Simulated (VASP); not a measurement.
## PbO: relaxation of cell and atoms with PBE

Crystal: PbO.

```
Pb O
1.0
     3.32386    0.00000    0.00000
     0.00000    3.32386    0.00000
     0.00000    0.00000    4.35663
Pb O
1 1
Direct
  0.50000 0.50000 0.50000
  0.00000 0.00000 0.00000
```

```yaml
Program: VASP 6.6.1
Task: relaxation of cell and atoms
Functional: PBE
Potentials_or_basis: VASP PAW PBE potentials, release 64 (Pb_d, O)
Cutoff: 600 eV
k_mesh: 6 × 6 × 4
Occupations: gaussian, width 0.1 eV
Spin: no spin polarisation
Dipole_correction: no
Further_INCAR_settings: ALGO = Normal; EDIFF = 1e-06; IBRION = 2; EDIFFG = -0.04; NSW = 90; ISIF = 3
```

- Relaxed volume: 16.56 Å³/atom
- Relaxed cell: a = 3.212 Å, b = 3.212 Å, c = 3.210 Å, α = 90.00°, β = 90.00°, γ = 90.00°
- Space group after relaxing (to 0.1 Å): Pm-3m (No. 221)
- Energy gained by relaxing: 811.1 meV/atom
- Ionic steps: 8
- Pressure after relaxing: 0.1 GPa
- Band gap on the k mesh: 0.51 eV (least direct gap 0.70 eV)

Stress tensor (GPa, compression positive):
```
0.06 0.00 0.00
0.00 0.06 0.00
0.00 0.00 0.25
```

The path:
```
step  energy change (eV)  largest force (eV/Å)  pressure (GPa)  volume (Å³)
   1              0.0000                0.0000          -12.56        48.13
   2             -1.5060                0.0000           -5.59        35.71
   3             -1.6107                0.0000           -0.59        33.39
   4             -1.6171                0.0000            1.61        32.63
   5             -1.6166                0.0000            0.75        32.91
   6             -1.6212                0.0000           -0.82        33.47
   7             -1.6212                0.0000           -0.68        33.41
   8             -1.6222                0.0000            0.12        33.12
```

Final structure:
```
Pb O
1.0
     3.21183    0.00000    0.00000
     0.00000    3.21183    0.00000
     0.00000    0.00000    3.21023
Pb O
1 1
Direct
  0.50000 0.50000 0.50000
  0.00000 0.00000 0.00000
```

Levels at points of the mesh, in eV from the valence-band top:
| k point | band 8 | band 9 | band 10 | band 11 | band 12 | band 13 |
| --- | --- | --- | --- | --- | --- | --- |
| (0.00, 0.00, 0.00) | -1.47 | -1.47 | -1.46 | 8.65 | 8.65 | 8.66 |
| (0.50, 0.00, 0.00) | -0.70 | -0.69 | -0.19 | 0.51 | 7.92 | 7.94 |
| (0.50, 0.50, 0.00) | -4.18 | -4.18 | -0.68 | 4.12 | 4.12 | 9.94 |
| (0.00, 0.00, 0.50) | -0.70 | -0.70 | -0.19 | 0.51 | 7.93 | 7.93 |
| (0.50, 0.00, 0.50) | -4.17 | -4.17 | -0.69 | 4.11 | 4.13 | 9.93 |
| (0.50, 0.50, 0.50) | -1.92 | -1.92 | -1.91 | 1.00 | 1.01 | 1.01 |

It took 61 s on 1 thread of Intel(R) Xeon(R) 6975P-C (Granite Rapids) (shared host), peak memory 0.2 GiB.

Caveat: the volume moved by over 15 % at a fixed basis, so the end points are rough; spin-orbit coupling is left out, which moves the levels of the heavy elements. A k mesh can miss the band edges.
